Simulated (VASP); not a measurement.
A run of VASP 6.6.1 is set up as follows.

INCAR

```
SYSTEM = Cs2Al
PREC = Accurate
ENCUT = 520
EDIFF = 1E-6
ISMEAR = 0
SIGMA = 0.1
LREAL = .FALSE.
LASPH = .TRUE.
NELM = 100
ALGO = Fast
ISIF = 2
LWAVE = .FALSE.
LCHARG = .TRUE.
GGA = PE
LELF = .TRUE.
LVHAR = .TRUE.
NBANDS = 30
```

KPOINTS

```
regular mesh
0
G
  8 8 4
  0 0 0
```

File POSCAR:

```
Cs2Al
1.0
    5.9119656573      0.0000000000      0.0000000000
    0.0000000000      5.9119656573      0.0000000000
    0.0000000000      0.0000000000     10.8926026294
Cs Al
4 2
Direct
    0.0000000000      0.0000000000      0.0000000000
    0.5000000000      0.5000000000      0.0000000000
    0.5000000000      0.0000000000      0.6260922007
    0.0000000000      0.5000000000      0.3739077993
    0.5000000000      0.0000000000      0.2461662174
    0.0000000000      0.5000000000      0.7538337826
```

Potentials or basis: VASP PAW PBE potentials, release 64 (Cs_sv, Al).

Command:

```console
$ cat potpaw_PBE.64/Cs_sv/POTCAR potpaw_PBE.64/Al/POTCAR > POTCAR
$ mpirun -np 1 vasp_std > vasp.out
```

Problem. Estimate the band gap on the k mesh.

Solution. Zero (bands 21 and 22 overlap by 0.32 eV).

Problem. Predict the pressure.

Solution. 0.0 GPa.

Forces on the atoms (eV/Å):
```
Cs   0.000  0.000  0.000
Cs   0.000  0.000  0.000
Cs   0.000  0.000  0.001
Cs   0.000  0.000 -0.001
Al   0.000  0.000  0.002
Al   0.000  0.000 -0.002
```

Caveat: spin-orbit coupling is left out, which moves the levels of the heavy elements.
